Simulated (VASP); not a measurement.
# GaCo (Pm-3m) in VASP: density of states with PBE

Aim: the density of states of GaCo with PBE.

Everything below comes from runs of VASP 6.6.1. Logs are shortened: lines on timing, memory, paths and dates and some standing lists are left out, and cuts for length are marked.

### Step 1. The cell of the first run

The structure is cubic, space group Pm-3m (No. 221). The conventional cell has a = 2.864 Å, b = 2.864 Å, c = 2.864 Å, α = 90.00°, β = 90.00°, γ = 90.00°. Co (site symmetry m-3m) has 8 Ga at 2.48 Å and 6 Co at 2.86 Å within 3.3 Å. Within 3.3 Å of Ga (site symmetry m-3m) lie 8 Co at 2.48 Å and 6 Ga at 2.86 Å.

### Step 2. Density of states, PBE

File POSCAR:

```
GaCo
1.0
    2.8642460000      0.0000000000      0.0000000000
    0.0000000000      2.8642460000      0.0000000000
    0.0000000000      0.0000000000      2.8642460000
Co Ga
1 1
Direct
    0.0000000000      0.0000000000      0.0000000000
    0.5000000000      0.5000000000      0.5000000000
```

File INCAR.step1:

```
  ALGO = Normal
  EDIFF = 1E-7
  ENCUT = 520
  GGA = PE
  ISIF = 2
  ISMEAR = -1
  LASPH = T
  LCHARG = T
  LMAXMIX = 4
  LREAL = F
  LWAVE = F
  NBANDS = 18
  NELM = 80
  PREC = Accurate
  SIGMA = 0.1
```

File KPOINTS.step1:

```
k-points
0
Gamma
  12 12 12
```

File INCAR.step2:

```
  ALGO = Normal
  EDIFF = 1E-7
  ENCUT = 520
  GGA = PE
  ICHARG = 11
  ISIF = 2
  ISMEAR = -5
  LASPH = T
  LCHARG = F
  LMAXMIX = 4
  LORBIT = 11
  LREAL = F
  LWAVE = F
  NEDOS = 2001
  NELM = 80
  PREC = Accurate
  SIGMA = 0.1
```

File KPOINTS.step2:

```
k-points
0
Gamma
  18 18 18
```

Potentials or basis: VASP PAW PBE potentials, release 64 (Co, Ga_d).

Launch:

```console
> cat potpaw_PBE.64/Co/POTCAR potpaw_PBE.64/Ga_d/POTCAR > POTCAR
> cp INCAR.step1 INCAR
> cp KPOINTS.step1 KPOINTS
> mpirun -np 1 vasp_std > vasp.out
> cp INCAR.step2 INCAR
> cp KPOINTS.step2 KPOINTS
> mpirun -np 1 vasp_std > vasp.out
```

OUTCAR:

```text
EDIFF = 1E-7
   ENCUT = 520
   GGA = PE
   ICHARG = 11
   ISIF = 2
   ISMEAR = -5
   LASPH = T
   LORBIT = 11
   LREAL = F
   NELM = 80
   PREC = Accurate

 ion  position               nearest neighbor table
   1  0.000  0.000  0.000-   2 2.48   2 2.48   2 2.48   2 2.48   2 2.48   2 2.48   2 2.48   2 2.48

   2  0.500  0.500  0.500-   1 2.48   1 2.48   1 2.48   1 2.48   1 2.48   1 2.48   1 2.48   1 2.48

  LATTYP: Found a simple cubic cell.
 ALAT       =     2.8642460000

  Lattice vectors:

 A1 = (   2.8642460000,   0.0000000000,   0.0000000000)
 A2 = (   0.0000000000,   2.8642460000,   0.0000000000)
 A3 = (   0.0000000000,   0.0000000000,   2.8642460000)

Analysis of symmetry for initial positions (statically):
=====================================================================
 Subroutine PRICEL returns:
 Original cell was already a primitive cell.

 Routine SETGRP: Setting up the symmetry group for a
 simple cubic supercell.

 Subroutine GETGRP returns: Found 48 space group operations
 (whereof 48 operations were pure point group operations)
 out of a pool of 48 trial point group operations.

The static configuration has the point symmetry O_h .

Analysis of symmetry for dynamics (positions and initial velocities):
=====================================================================
 Subroutine PRICEL returns:
 Original cell was already a primitive cell.

 Routine SETGRP: Setting up the symmetry group for a
 simple cubic supercell.

 Subroutine GETGRP returns: Found 48 space group operations
 (whereof 48 operations were pure point group operations)
 out of a pool of 48 trial point group operations.

The dynamic configuration has the point symmetry O_h .

 Subroutine INISYM returns: Found 48 space group operations
 (whereof 48 operations are pure point group operations),
 and found     1 'primitive' translations

----------------------------------------------------------------------------------------

                                     Primitive cell

  volume of cell :      23.4980

  direct lattice vectors                    reciprocal lattice vectors
     2.864246000  0.000000000  0.000000000     0.349132023  0.000000000  0.000000000
     0.000000000  2.864246000  0.000000000     0.000000000  0.349132023  0.000000000
     0.000000000  0.000000000  2.864246000     0.000000000  0.000000000  0.349132023

[... 94 lines left out ...]
   TEBEG  =    0.0;   TEEND  =   0.0 temperature during run
   PSTRESS=    0.0 pullay stress
   NELECT =      22.0000    total number of electrons
   NUPDOWN=      -1.0000    fix difference up-down
   EMIN   =  10.00;   EMAX   =-10.00  energy-range for DOS
   EFERMI =   0.00;   METHOD = LEGACY
   ISMEAR =    -5;   SIGMA  =   0.10  broadening in eV -4-tet -1-fermi 0-gaus
   EFERMI_NEDOS =   21; number of points for ismear=-14 and -15
   IALGO  =     38    algorithm
   IMIX   =      4    mixing-type and parameters
     AMIX     =   0.40;   BMIX     =  1.00
     AMIX_MAG =   1.60;   BMIX_MAG =  1.00
  volume/ion in A,a.u.               =      11.75        79.29
  Fermi-wavevector in a.u.,A,eV,Ry     =   1.601544  3.026478 34.898149  2.564942
  Thomas-Fermi vector in A             =   2.698505
   LORBIT       =     11    0 simple, 1 ext, 2 COOP (PROOUT), +10 PAW based schemes
   GGA     = PE    functional components
   LHFCALC =     F    Hartree Fock is set to
   AEXX    =    0.0000 exact exchange contribution
   IVDW    =     0    specifies the selected vdW correction
   LEPSILON=     F    determine dielectric tensor
   LRPA    =     F    only Hartree local field effects (RPA)
 non-spin polarized calculation
 Fermi weights with tetrahedron method with Bloechl corrections
  energy-cutoff  :      520.00
  volume of cell :       23.50
 maximum number of plane-waves:       655
 NGX is ok and might be reduce to    24

 number of electron      22.0000012 magnetization

 Free energy of the ion-electron system (eV)
  ---------------------------------------------------
  ext. energy  EPLUGINS =         0.00000000
  ---------------------------------------------------
  free energy    TOTEN  =       -10.47351180 eV

  energy without entropy =      -10.47351180  energy(sigma->0) =      -10.47351180

 E-fermi :  10.0378     XC(G=0): -13.2729

 val. band max:       10.1078218257   @ k =   0.5000   0.4444   0.2222
 cond. band min:      10.0361993782   @ k =   0.5000   0.2778   0.0556
 fundamental gap:     -0.0716224475
 Fermi energy:        10.0377568166

 k-point     1 :       0.0000    0.0000    0.0000
  band No.  band energies     occupation
      1      -5.2203      2.00000
      2      -5.2203      2.00000
      3      -4.8596      2.00000
      4      -4.8596      2.00000
      5      -4.8596      2.00000
      6      -2.2135      2.00000
      7       7.3892      2.00000
      8       7.3892      2.00000
      9       9.2387      2.00000
     10       9.2387      2.00000
     11       9.2387      2.00000
     12      15.2442      0.00000
     13      15.2442      0.00000
     14      15.2442      0.00000
[... 401 lines left out ...]
      2      -5.0001      2.00000
      3      -4.9630      2.00000
      4      -4.9372      2.00000
      5      -4.8572      2.00000
      6       0.1124      2.00000
      7       5.7052      2.00000
      8       7.5845      2.00000
      9       8.3180      2.00000
     10       8.4612      2.00000
     11       9.1710      2.00000
     12      10.4480      0.00000
     13      16.3524      0.00000
     14      18.6320      0.00000
     15      21.9400      0.00000

 [... further k-points ...]
[... 5 lines left out ...]
  --------------------------------------------------------------------------------------
  -------------------------------------------------------------------------------------
  Total        0.4411885      0.4411885      0.4411885      0.0000000     -0.0000000     -0.0000000
  in kB       30.0817973     30.0817973     30.0817973      0.0000000     -0.0000000     -0.0000000
  external PRESSURE =      30.0817973 kB  Pullay stress =       0.0000000 kB

 VOLUME and BASIS-vectors are now :
 -----------------------------------------------------------------------------
  energy-cutoff  :      520.00
  volume of cell :       23.50
      direct lattice vectors                 reciprocal lattice vectors
     2.864246000  0.000000000  0.000000000     0.349132023  0.000000000  0.000000000
     0.000000000  2.864246000  0.000000000     0.000000000  0.349132023  0.000000000
     0.000000000  0.000000000  2.864246000     0.000000000  0.000000000  0.349132023

 POSITION                                       TOTAL-FORCE (eV/Angst)
 -----------------------------------------------------------------------------------
      0.00000      0.00000      0.00000         0.000000      0.000000      0.000000
      1.43212      1.43212      1.43212         0.000000      0.000000      0.000000
 -----------------------------------------------------------------------------------
    total drift:                                0.000000      0.000000     -0.000000

  FREE ENERGIE OF THE ION-ELECTRON SYSTEM (eV)
  ---------------------------------------------------
  free  energy   TOTEN  =       -10.4735118037 eV

  energy  without entropy=      -10.4735118037  energy(sigma->0) =      -10.47351180

 total charge

# of ion       s       p       d       tot
------------------------------------------
    1        0.391   0.466   7.523   8.380
    2        0.849   0.902  10.058  11.809
--------------------------------------------------
tot          1.240   1.367  17.581  20.188
```

OUTCAR.step1:

```text
EDIFF = 1E-7
   ENCUT = 520
   GGA = PE
   ISIF = 2
   ISMEAR = -1
[... 726 lines left out ...]
 -----------------------------------------------------------------------------------
      0.00000      0.00000      0.00000         0.000000      0.000000      0.000000
      1.43212      1.43212      1.43212         0.000000      0.000000      0.000000
 -----------------------------------------------------------------------------------
    total drift:                                0.000000      0.000000     -0.000000

  FREE ENERGIE OF THE ION-ELECTRON SYSTEM (eV)
  ---------------------------------------------------
  free  energy   TOTEN  =       -10.4942764213 eV

  energy  without entropy=      -10.4560895914  energy(sigma->0) =      -10.47518301
```

OSZICAR.step1:

```text
N       E                     dE             d eps       ncg     rms          rms(c)
DAV:   1     0.101093761858E+03    0.10109E+03   -0.10482E+04  3352   0.221E+03
DAV:   2    -0.546331278676E+01   -0.10656E+03   -0.10239E+03  3042   0.317E+02
DAV:   3    -0.113688560376E+02   -0.59055E+01   -0.58565E+01  3394   0.762E+01
DAV:   4    -0.114633137402E+02   -0.94458E-01   -0.94385E-01  3696   0.915E+00
DAV:   5    -0.114667847848E+02   -0.34710E-02   -0.34707E-02  3710   0.156E+00    0.964E+00
DAV:   6    -0.124268320096E+02   -0.96005E+00   -0.18805E+01  3264   0.523E+01    0.110E+01
DAV:   7    -0.105270356215E+02    0.18998E+01   -0.76335E+00  3250   0.388E+01    0.182E+00
DAV:   8    -0.104999340572E+02    0.27102E-01   -0.14472E-01  3622   0.386E+00    0.586E-01
DAV:   9    -0.104944957991E+02    0.54383E-02   -0.11163E-02  4084   0.144E+00    0.103E-01
DAV:  10    -0.104942808122E+02    0.21499E-03   -0.38227E-04  3912   0.250E-01    0.554E-02
DAV:  11    -0.104942765955E+02    0.42167E-05   -0.23225E-05  3956   0.677E-02    0.727E-03
DAV:  12    -0.104942765521E+02    0.43398E-07   -0.10025E-06  4000   0.132E-02    0.152E-03
DAV:  13    -0.104942764514E+02    0.10071E-06   -0.31919E-08  2078   0.206E-03    0.525E-04
DAV:  14    -0.104942764213E+02    0.30117E-07   -0.14256E-08  1682   0.188E-03
   1 F= -.10494276E+02 E0= -.10475183E+02  d E =-.381868E-01
```

Wall time 54 s (1 thread of Intel Xeon Platinum 8259CL at 2.50GHz (Skylake/Cascade Lake), shared host); peak memory 0.2 GiB.

Results:

* Valence electrons inside the program's atomic spheres: Co 8.38; Ga 11.81

Levels at points of the mesh, in eV from the Fermi level:
```csv
k point,band 9,band 10,band 11,band 12,band 13,band 14
"(0.00, 0.00, 0.00)",-0.80,-0.80,-0.80,5.21,5.21,5.21
"(0.50, 0.00, 0.00)",-1.83,-1.83,-0.79,0.06,10.73,10.73
"(0.50, 0.50, 0.00)",-2.56,-1.30,-1.30,-0.30,2.27,3.18
"(0.50, 0.50, 0.50)",-0.26,-0.26,0.70,3.83,3.83,3.83
```

Caveat: tetrahedron occupations give inexact forces and stress in metals.
